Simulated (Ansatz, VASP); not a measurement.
Two plane-wave programs on ZrSi3

INCAR

```
SYSTEM = ZrSi3
PREC = Accurate ; ENCUT = 520
EDIFF = 1E-6 ; ISMEAR = 0
SIGMA = 0.05 ; LREAL = .FALSE.
LASPH = .TRUE. ; NELM = 150
ALGO = Normal ; ISIF = 2
LWAVE = .FALSE. ; LCHARG = .TRUE.
LMAXMIX = 4 ; LDAU = .TRUE.
LDAUTYPE = 2 ; LDAUL = 2 -1
LDAUU = 6 0 ; LDAUJ = 0 0
LDAUPRINT = 1 ; GGA = PS
LELF = .TRUE. ; LVHAR = .TRUE.
NBANDS = 20
```

Contents of KPOINTS:

```
Automatic mesh
0
G
  8 8 8
  0 0 0
```

The input POSCAR:

```
ZrSi3
1.0
    3.9507739786      0.0000000000      0.0000000000
    0.0000000000      3.9507739786      0.0000000000
    0.0000000000      0.0000000000      3.9507739786
Zr Si
1 3
Direct
    0.0000000000      0.0000000000      0.0000000000
    0.0000000000      0.5000000000      0.5000000000
    0.5000000000      0.5000000000      0.0000000000
    0.5000000000      0.0000000000      0.5000000000
```

Input for Ansatz:

```yaml
crystal:
  lattice:
    - [3.9507739786, 0.0, 0.0]
    - [0.0, 3.9507739786, 0.0]
    - [0.0, 0.0, 3.9507739786]
  atoms:
    - { symbol: Zr, position: [0.0, 0.0, 0.0] }
    - { symbol: Si, position: [0.0, 0.5, 0.5] }
    - { symbol: Si, position: [0.5, 0.5, 0.0] }
    - { symbol: Si, position: [0.5, 0.0, 0.5] }
basis:
  ecutwfc: 420
  ecutrho_ratio: 4
kpoints:
  mp_grid: { grid: [8, 8, 8] }
hamiltonian:
  xc: pbesol
  hubbard: { sites: [{ species: Zr, l: d, u_eff: 6.0 }], double_counting: fll }
scf:
  occupations: { method: gaussian, width: 0.05 }
output:
  forces: true
  stress: true
```

Alike in both runs: task single point; functional PBEsol; k mesh 8 × 8 × 8; occupations gaussian, width 0.05 eV; no spin polarisation; Hubbard terms Zr d U = 6.0 eV.

```csv
,VASP,Ansatz
version,VASP 6.6.1,Ansatz 0.2.0
potentials or method,"VASP PAW PBE potentials, release 64 (Zr_sv, Si), cutoff 520 eV","scalar-relativistic, plane waves, PAW"
valence electrons in the cell,24,24
```

```tsv
	VASP	Ansatz	Ansatz less VASP
pressure (GPa)	7.7	4.7	-2.98
```

VASP's potentials were made for PBE, not for PBEsol. The programs project onto different local orbitals, so the same U acts differently, and such runs can settle in different states. Ansatz's warnings: filled band counts differ across k points.
